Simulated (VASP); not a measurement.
# Ta16Cu (a cell with a defect) in VASP: further runs

The runs below take Ta16Cu (a cell with a defect) through single point, with PBE.

Everything below comes from runs of VASP 6.6.1. Logs are shortened: lines on timing, memory, paths and dates and some standing lists are left out, and cuts for length are marked.

**1. The cell of the first run**

The cell holds a defect, 17 atoms: a = 6.620 Å, b = 6.620 Å, c = 6.620 Å, α = 90.00°, β = 90.00°, γ = 90.00°.

**2. Single point, PBE**

INCAR reads:

```
  ALGO = Normal
  EDIFF = 1E-7
  ENCUT = 520
  GGA = PE
  ISIF = 2
  ISMEAR = -1
  LASPH = T
  LCHARG = F
  LREAL = Auto
  LWAVE = F
  NBANDS = 108
  NELM = 80
  PREC = Accurate
  SIGMA = 0.15
```

KPOINTS reads:

```
k-points
0
Gamma
  3 3 3
```

POSCAR reads:

```
Ta16Cu
1.0
    6.6200000000      0.0000000000      0.0000000000
    0.0000000000      6.6200000000      0.0000000000
    0.0000000000      0.0000000000      6.6200000000
Ta Cu
16 1
Direct
    0.0286706949     -0.0100755287      0.0091691843
    0.5340181269      0.0494410876      0.0439728097
    0.0331419940      0.5144712991     -0.0125528701
   -0.0454833837      0.1040181269      0.3803474320
    0.3013293051      0.2964199396      0.2475830816
    0.4012386707      0.4223564955     -0.1182477341
    0.5267673716      0.0037160121      0.5011933535
    0.6996525680      0.3458157100      0.2066465257
    0.0491691843      0.4897885196      0.4962990937
    0.2974471299      0.7491238671      0.2484138973
    0.1741691843      0.1637462236      0.6959667674
    0.5097280967      0.5652416918      0.5375226586
    0.7700604230      0.7626283988      0.3083383686
    0.7604078550      0.2449395770      0.7560422961
    0.2871903323      0.7911329305      0.7718126888
    0.6723564955      0.6779456193      0.9530966767
    0.8950906344     -0.1957401813      0.7078398792
```

Potentials or basis: VASP PAW PBE potentials, release 64 (Ta_pv, Cu).

Command:

```sh
cat potpaw_PBE.64/Ta_pv/POTCAR potpaw_PBE.64/Cu/POTCAR > POTCAR
mpirun -np 1 vasp_std > vasp.out
```

OUTCAR:

```text
EDIFF = 1E-7
   ENCUT = 520
   GGA = PE
   ISIF = 2
   ISMEAR = -1
   LASPH = T
   LREAL = Auto
   NELM = 80
   PREC = Accurate

 ion  position               nearest neighbor table
   1  0.029  0.990  0.009-  17 2.50  11 2.56   4 2.62  15 2.67  10 2.87  14 2.97  13 3.02   5 3.14
                             3 3.15  16 3.16   2 3.31   2 3.38   8 3.46   3 3.48
   2  0.534  0.049  0.044-   8 2.49   5 2.62  16 2.69  14 2.75   6 2.83  10 2.87  15 2.97  13 3.02
                             7 3.04   1 3.31   1 3.38  11 3.40   4 3.58   7 3.61
   3  0.033  0.514  0.987-   6 2.61  16 2.63  17 2.82   5 2.86  15 2.87   8 2.87  10 2.91  14 2.96
                             1 3.15  11 3.16  13 3.20   9 3.26   9 3.37   1 3.48
   4  0.955  0.104  0.380-  11 2.58   8 2.59  13 2.61   1 2.62   9 2.74   5 2.77  14 2.95  17 2.97
                             7 3.02  10 3.38   2 3.58
   5  0.301  0.296  0.248-   2 2.62   6 2.65   8 2.67   9 2.67   4 2.77   3 2.86  12 2.96   7 2.97
                            10 3.00   1 3.14  11 3.21
   6  0.401  0.422  0.882-  16 2.51  12 2.57  11 2.59   3 2.61   5 2.65  15 2.66  14 2.78   2 2.83
                             8 2.96  10 3.32   9 3.48
   7  0.527  0.004  0.501-  13 2.60  15 2.78  14 2.79  10 2.82  11 2.87  12 2.91   5 2.97   4 3.02
                             2 3.04  17 3.09   8 3.20   2 3.61
   8  0.700  0.346  0.207-   2 2.49   4 2.59   5 2.67  16 2.77   3 2.87  13 2.88  12 2.91   6 2.96
                            14 3.08   9 3.15   7 3.20   1 3.46
   9  0.049  0.490  0.496-  11 2.66   5 2.67  17 2.71   4 2.74  13 2.87  10 2.89  14 3.04  12 3.10
                            15 3.13   8 3.15   3 3.26   3 3.37   6 3.48
  10  0.297  0.749  0.248-  12 2.67   7 2.82   1 2.87   2 2.87   9 2.89   3 2.91   5 3.00  13 3.16
                            15 3.17  16 3.19   6 3.32   4 3.38  15 3.48  13 3.51
  11  0.174  0.164  0.696-   1 2.56   4 2.58   6 2.59  15 2.63   9 2.66  14 2.82   7 2.87  17 3.01
                             3 3.16   5 3.21   2 3.40
  12  0.510  0.565  0.538-   6 2.57  15 2.61  13 2.64  10 2.67   8 2.91   7 2.91   5 2.96  16 3.05
                            14 3.06   9 3.10
  13  0.770  0.763  0.308-  16 2.50   7 2.60   4 2.61  12 2.64  17 2.78   9 2.87   8 2.88   2 3.02
                             1 3.02  10 3.16   3 3.20  10 3.51
  14  0.760  0.245  0.756-   2 2.75   6 2.78   7 2.79  11 2.82   4 2.95   3 2.96   1 2.97   9 3.04
                            12 3.06  17 3.07   8 3.08  16 3.20
  15  0.287  0.791  0.772-  12 2.61  11 2.63  17 2.63   6 2.66   1 2.67   7 2.78   3 2.87  16 2.92
                             2 2.97   9 3.13  10 3.17  10 3.48
  16  0.672  0.678  0.953-  17 2.35  13 2.50   6 2.51   3 2.63   2 2.69   8 2.77  15 2.92  12 3.05
                             1 3.16  10 3.19  14 3.20
  17  0.895  0.804  0.708-  16 2.35   1 2.50  15 2.63   9 2.71  13 2.78   3 2.82   4 2.97  11 3.01
                            14 3.07   7 3.09

  LATTYP: Found a simple cubic cell.
 ALAT       =     6.6200000000

  Lattice vectors:

 A1 = (   6.6200000000,   0.0000000000,   0.0000000000)
 A2 = (   0.0000000000,   6.6200000000,   0.0000000000)
 A3 = (   0.0000000000,   0.0000000000,   6.6200000000)

Analysis of symmetry for initial positions (statically):
=====================================================================
 Subroutine PRICEL returns:
 Original cell was already a primitive cell.

 Routine SETGRP: Setting up the symmetry group for a
 simple cubic supercell.

 Subroutine GETGRP returns: Found  1 space group operations
 (whereof  1 operations were pure point group operations)
 out of a pool of 48 trial point group operations.

The static configuration has the point symmetry C_1 .

Analysis of symmetry for dynamics (positions and initial velocities):
=====================================================================
 Subroutine PRICEL returns:
 Original cell was already a primitive cell.

 Routine SETGRP: Setting up the symmetry group for a
 simple cubic supercell.

 Subroutine GETGRP returns: Found  1 space group operations
 (whereof  1 operations were pure point group operations)
 out of a pool of 48 trial point group operations.

The dynamic configuration has the point symmetry C_1 .

 Subroutine INISYM returns: Found  1 space group operations
 (whereof  1 operations are pure point group operations),
 and found     1 'primitive' translations

----------------------------------------------------------------------------------------

                                     Primitive cell
[... 62 lines left out ...]
     0.000000000  0.050352467  0.000000000     0.000000000  0.333333333  0.000000000
     0.000000000  0.000000000  0.050352467     0.000000000  0.000000000  0.333333333

  Length of vectors
     0.050352467  0.050352467  0.050352467

  Shift w.r.t. Gamma in fractional coordinates (k-lattice)
     0.000000000  0.000000000  0.000000000

 Subroutine IBZKPT returns following result:
 ===========================================

 Found     14 irreducible k-points:

 Following reciprocal coordinates:
            Coordinates               Weight
  0.000000  0.000000  0.000000      1.000000
  0.333333  0.000000  0.000000      2.000000
  0.000000  0.333333  0.000000      2.000000
  0.000000  0.000000  0.333333      2.000000
  0.333333  0.333333  0.000000      2.000000
  0.000000  0.333333  0.333333      2.000000
  0.333333  0.000000  0.333333      2.000000
 -0.333333  0.333333  0.000000      2.000000
 -0.333333  0.000000  0.333333      2.000000
  0.000000 -0.333333  0.333333      2.000000
  0.333333  0.333333  0.333333      2.000000
 -0.333333  0.333333  0.333333      2.000000
 -0.333333 -0.333333  0.333333      2.000000
  0.333333 -0.333333  0.333333      2.000000
   k-points           NKPTS =     14   k-points in BZ     NKDIM =     14   number of bands    NBANDS=    108
   number of dos      NEDOS =    301   number of ions     NIONS =     17
   total plane-waves  NPLWV = 125000
   dimension x,y,z NGX =    50 NGY =   50 NGZ =   50
   dimension x,y,z NGXF=   100 NGYF=  100 NGZF=  100
   ions per type =              16   1
   NGX,Y,Z   is equivalent  to a cutoff of  12.56, 12.56, 12.56 a.u.
   NGXF,Y,Z  is equivalent  to a cutoff of  25.11, 25.11, 25.11 a.u.
 SYSTEM =  unknown system
   PREC   = accura    normal or accurate (medium, high low for compatibility)
   ISTART =      0    job   : 0-new  1-cont  2-samecut
   ICHARG =      2    charge: 1-file 2-atom 10-const
   ISPIN  =      1    spin polarized calculation?
   LNONCOLLINEAR =      F non collinear calculations
   LSORBIT =      F    spin-orbit coupling
   LASPH  =      T    aspherical Exc in radial PAW
   ENCUT  =  520.0 eV  38.22 Ry    6.18 a.u.  12.31 12.31 12.31*2*pi/ulx,y,z
   NELM   =     80;   NELMIN=  2; NELMDL= -5     # of ELM steps
   EDIFF  = 0.1E-06   stopping-criterion for ELM
   LREAL  =      T    real-space projection
   EDIFFG = 0.1E-05   stopping-criterion for IOM
   NSW    =      0    number of steps for IOM
   IBRION =     -1    ionic relax: 0-MD 1-quasi-New 2-CG
   NFREE  =      0    steps in history (QN), initial steepest desc. (CG)
   ISIF   =      2    stress and relaxation
   ISYM   =      2    0-nonsym 1-usesym 2-fastsym
   POTIM  = 0.5000    time-step for ionic-motion
   TEBEG  =    0.0;   TEEND  =   0.0 temperature during run
   PSTRESS=    0.0 pullay stress
   NELECT =     187.0000    total number of electrons
   NUPDOWN=      -1.0000    fix difference up-down
   EMIN   =  10.00;   EMAX   =-10.00  energy-range for DOS
   EFERMI =   0.00;   METHOD = LEGACY
   ISMEAR =    -1;   SIGMA  =   0.15  broadening in eV -4-tet -1-fermi 0-gaus
   EFERMI_NEDOS =   21; number of points for ismear=-14 and -15
   IALGO  =     38    algorithm
   IMIX   =      4    mixing-type and parameters
     AMIX     =   0.40;   BMIX     =  1.00
     AMIX_MAG =   1.60;   BMIX_MAG =  1.00
  volume/ion in A,a.u.               =      17.07       115.17
  Fermi-wavevector in a.u.,A,eV,Ry     =   1.414156  2.672368 27.209444  1.999838
  Thomas-Fermi vector in A             =   2.535728
   LORBIT       =      0    0 simple, 1 ext, 2 COOP (PROOUT), +10 PAW based schemes
   GGA     = PE    functional components
   LHFCALC =     F    Hartree Fock is set to
   AEXX    =    0.0000 exact exchange contribution
   IVDW    =     0    specifies the selected vdW correction
   LEPSILON=     F    determine dielectric tensor
   LRPA    =     F    only Hartree local field effects (RPA)
 non-spin polarized calculation
  energy-cutoff  :      520.00
  volume of cell :      290.12
 maximum number of plane-waves:      7820
 NGX is ok and might be reduce to    50
   NGX = 25   NGY = 25   NGZ = 25

 number of electron     186.9999985 magnetization

 Free energy of the ion-electron system (eV)
  ---------------------------------------------------
  ext. energy  EPLUGINS =         0.00000000
  ---------------------------------------------------
  free energy    TOTEN  =      -182.75828234 eV

  energy without entropy =     -181.62624173  energy(sigma->0) =     -182.19226203

 E-fermi :   6.1577     XC(G=0): -12.7253

 val. band max:        6.1507620395   @ k =   0.3333   0.3333   0.0000
 cond. band min:       6.1768899669   @ k =   0.0000   0.3333   0.3333
 fundamental gap:      0.0261279274
 Fermi energy:         6.1576588858

 k-point     1 :       0.0000    0.0000    0.0000
  band No.  band energies     occupation
      1     -28.7260      2.00000
      2     -28.6767      2.00000
      3     -28.5996      2.00000
      4     -28.5511      2.00000
      5     -28.4814      2.00000
      6     -28.4631      2.00000
[... 1501 lines left out ...]
    104       7.6203      0.00012
    105       7.8356      0.00003
 [bands above 105 left out]

------------------------ aborting loop because EDIFF is reached ----------------------------------------

  FORCE on cell =-STRESS in cart. coord.  units (eV):
  Direction    XX          YY          ZZ          XY          YZ          ZX
  --------------------------------------------------------------------------------------
  -------------------------------------------------------------------------------------
  Total       43.2524174     46.3083814     45.0551034      3.0801162      1.3185010     -3.4541440
  in kB      238.8619643    255.7385600    248.8173182     17.0099766      7.2814366    -19.0755495
  external PRESSURE =     247.8059475 kB  Pullay stress =       0.0000000 kB

 VOLUME and BASIS-vectors are now :
 -----------------------------------------------------------------------------
  energy-cutoff  :      520.00
  volume of cell :      290.12
      direct lattice vectors                 reciprocal lattice vectors
     6.620000000  0.000000000  0.000000000     0.151057402  0.000000000  0.000000000
     0.000000000  6.620000000  0.000000000     0.000000000  0.151057402  0.000000000
     0.000000000  0.000000000  6.620000000     0.000000000  0.000000000  0.151057402

 POSITION                                       TOTAL-FORCE (eV/Angst)
 -----------------------------------------------------------------------------------
      0.18980      6.55330      0.06070        -1.449316      0.787818      2.323884
      3.53520      0.32730      0.29110        -0.441172     -2.968575     -1.637391
      0.21940      3.40580      6.53690        -0.853499     -0.811217      0.855154
      6.31890      0.68860      2.51790         0.352945     -1.071268      0.886095
      1.99480      1.96230      1.63900        -1.745391     -1.381990      1.669551
      2.65620      2.79600      5.83720        -0.724698     -1.410078     -0.097364
[... 9 lines left out ...]
      4.45100      4.48800      6.30950        -0.771459      0.802090     -1.644183
      5.92550      5.32420      4.68590         0.069998      0.841378     -2.995744
 -----------------------------------------------------------------------------------
    total drift:                                0.002842     -0.007000     -0.003144

  FREE ENERGIE OF THE ION-ELECTRON SYSTEM (eV)
  ---------------------------------------------------
  free  energy   TOTEN  =      -182.7582823406 eV

  energy  without entropy=     -181.6262417258  energy(sigma->0) =     -182.19226203
```

It took 20 min on 1 thread of Intel Xeon Platinum 8375C at 2.90GHz (Ice Lake), shared host; peak memory 0.5 GiB.

What came out:

| Item | Value |
| --- | --- |
| Free energy | -182.7583 eV |
| Pressure | 24.8 GPa |
| Largest force | 3.419 eV/Å |

Forces on the atoms (eV/Å):
```
Ta  -1.449  0.788  2.324
Ta  -0.441 -2.969 -1.637
Ta  -0.853 -0.811  0.855
Ta   0.353 -1.071  0.886
Ta  -1.745 -1.382  1.670
Ta  -0.725 -1.410 -0.097
Ta  -0.442  1.696  0.978
Ta   1.114  2.448  1.004
Ta  -0.683  1.926  1.041
Ta  -0.420  0.892 -0.355
Ta   1.735  0.849 -0.951
Ta   1.345 -1.752 -0.516
Ta   2.440 -0.821 -0.367
Ta   0.886  0.582 -0.164
Ta  -0.414 -0.609 -0.029
Ta  -0.771  0.802 -1.644
Cu   0.070  0.841 -2.996
```

Caveat: spin-orbit coupling is left out, which moves the levels of the heavy elements.

**3. Single point, PBE**

INCAR reads:

```
SYSTEM = Ta16Cu
ALGO = Normal ; EDIFF = 1E-6
ENCUT = 520 ; GGA = PE
ISIF = 2 ; ISMEAR = -1
LASPH = .TRUE. ; LCHARG = .TRUE.
LELF = .TRUE. ; LREAL = Auto
LVHAR = .TRUE. ; LWAVE = .FALSE.
NBANDS = 108 ; NELM = 100
PREC = Accurate ; SIGMA = 0.15
```

KPOINTS reads:

```
k-points
0
G
  3 3 3
  0 0 0
```

POSCAR reads:

```
Ta16Cu
1.0
    6.6200000000      0.0000000000      0.0000000000
    0.0000000000      6.6200000000      0.0000000000
    0.0000000000      0.0000000000      6.6200000000
Ta Cu
16 1
Direct
    0.0139577039      0.0172960725      0.0043806647
    0.5327643505      0.0353927492      0.0504984894
    0.0207552870      0.5304531722     -0.0200755287
   -0.0579305136      0.1177492447      0.3792749245
    0.3013293051      0.3068126888      0.2719184290
    0.3806042296      0.4419939577     -0.0879607251
    0.5360422961      0.0102416918      0.5007250755
    0.7137764350      0.3573716012      0.1902114804
    0.0312235650      0.5095619335      0.4968277946
    0.3060422961      0.7643957704      0.2360422961
    0.2019939577      0.1809214502      0.6770392749
    0.5326888218      0.5551057402      0.5344259819
    0.7746072508      0.7611027190      0.2758761329
    0.7440030211      0.2645468278      0.7698942598
    0.2638066465      0.7962386707      0.7566314199
    0.6649697885      0.7096374622      0.9228549849
    0.8670845921     -0.1320996979      0.6812839879
```

Potentials or basis: VASP PAW PBE potentials, release 64 (Ta_pv, Cu).

Command:

```sh
cat potpaw_PBE.64/Ta_pv/POTCAR potpaw_PBE.64/Cu/POTCAR > POTCAR
mpirun -np 1 vasp_std > vasp.out
```

It used 1800 s of CPU time on 1 thread of AMD EPYC 7R13 Processor (Zen 3) (shared host).

It converged, with:

```
Free energy   : -184.0087 eV
Pressure      : 22.6 GPa
Largest force : 3.271 eV/Å
```

Forces in eV/Å, atoms in the order of the input:
```
Ta   0.193  0.515  0.771
Ta  -1.712  1.683 -0.952
Ta  -0.687 -0.373  0.628
Ta   0.888 -0.858  1.478
Ta  -1.074 -1.853  0.483
Ta   0.939 -1.342 -1.030
Ta  -0.232  0.525  0.397
Ta  -1.187  2.039  0.398
Ta  -0.374  1.279  0.994
Ta  -1.046 -0.243  0.778
Ta   0.121  0.713  0.264
Ta  -0.314 -0.640  0.270
Ta   2.009  0.519  1.673
Ta   1.278  0.150 -1.090
Ta   0.048 -0.215 -0.456
Ta  -0.169 -1.780 -2.739
Cu   1.318 -0.120 -1.867
```

Stress tensor (GPa, compression positive):
```
20.22  1.51 -1.89
 1.51 23.20 -0.42
-1.89 -0.42 24.49
```

Levels at points of the mesh, in eV from the Fermi level:
```tsv
k point	band 91	band 92	band 93	band 94	band 95	band 96	band 97	band 98
(0.00, 0.00, 0.00)	-0.27	-0.09	0.09	0.17	0.30	0.37	0.49	0.54
```

Caveat: spin-orbit coupling is left out, which moves the levels of the heavy elements.
